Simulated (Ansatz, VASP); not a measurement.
Two plane-wave programs on B2W

INCAR

```
SYSTEM = B2W
PREC     = Accurate       ! precision mode
ENCUT    = 520            ! plane-wave cutoff, eV
EDIFF    = 1E-8           ! SCF threshold, eV
ISMEAR   = -1             ! smearing method
SIGMA    = 0.05           ! smearing width, eV
LREAL    = .FALSE.        ! projectors in reciprocal space
LASPH    = .TRUE.         ! aspherical terms in the spheres
NELM     = 60             ! most SCF steps
ALGO     = Normal         ! electronic algorithm
ISIF     = 2              ! what is computed and relaxed
LWAVE    = .FALSE.        ! write WAVECAR
LCHARG   = .FALSE.        ! write CHGCAR
LEFG     = .TRUE.       
NBANDS   = 17             ! bands
```

The input KPOINTS:

```
Automatic mesh
0
G
  14 14 12
  0 0 0
```

The input POSCAR:

```
B2W
1.0
    3.0300347215      0.0000000000      0.0000000000
   -1.5150173608      2.6240870432      0.0000000000
    0.0000000000      0.0000000000      3.0601329648
B W
2 1
Direct
    0.3333333333      0.6666666667      0.5000000000
    0.6666666667      0.3333333333      0.5000000000
    0.0000000000      0.0000000000      0.0000000000
```

Input for Ansatz:

```yaml
crystal:
  lattice:
    - [3.0300347215, 0.0, 0.0]
    - [-1.5150173608, 2.6240870432, 0.0]
    - [0.0, 0.0, 3.0601329648]
  atoms:
    - { symbol: B, position: [0.3333333333, 0.6666666667, 0.5] }
    - { symbol: B, position: [0.6666666667, 0.3333333333, 0.5] }
    - { symbol: W, position: [0.0, 0.0, 0.0] }
kpoints:
  mp_grid: { grid: [14, 14, 12] }
scf:
  occupations: { method: fermi_dirac, width: 0.05 }
hamiltonian:
  xc: lda
  pseudopotentials: { kind: paw }
output:
  forces: true
  stress: true
  eigenvalues: true
  efg: { contact_densities: true }
  write_density: true
  write_potential: true
  elf: true
  volumetric_format: npy
```

Change from the starting cell: volume scaled by 1.01, PAW files.

Alike in both runs: task electric field gradients; functional LDA; k mesh 14 × 14 × 12; occupations fermi-dirac, width 0.05 eV; no spin polarisation.

|  | VASP | Ansatz |
| --- | --- | --- |
| version | VASP 6.6.1 | Ansatz 0.2.0 |
| potentials or method | VASP PAW LDA potentials, release 64 (B, W_sv) | PAW with Ansatz's default frozen-core files, scalar-relativistic |
| plane-wave cutoff (eV) | 520 | 420 |
| valence electrons in the cell | 20 | 20 |

|  | VASP | Ansatz | Ansatz less VASP |
| --- | --- | --- | --- |
| pressure (GPa) | 19.9 | 17.9 | -1.95 |
| traceless stress, the component that is largest in VASP (GPa) | 11.14 | 10.95 | -0.192 |
| size of Vzz on the site where it differs most (V/Å²) | 15.6 | 30.4 | +14.76 |

LDA's correlation is that of Perdew and Zunger in VASP and of Perdew and Wang (1992) in Ansatz.

Neither program's run includes spin-orbit coupling.
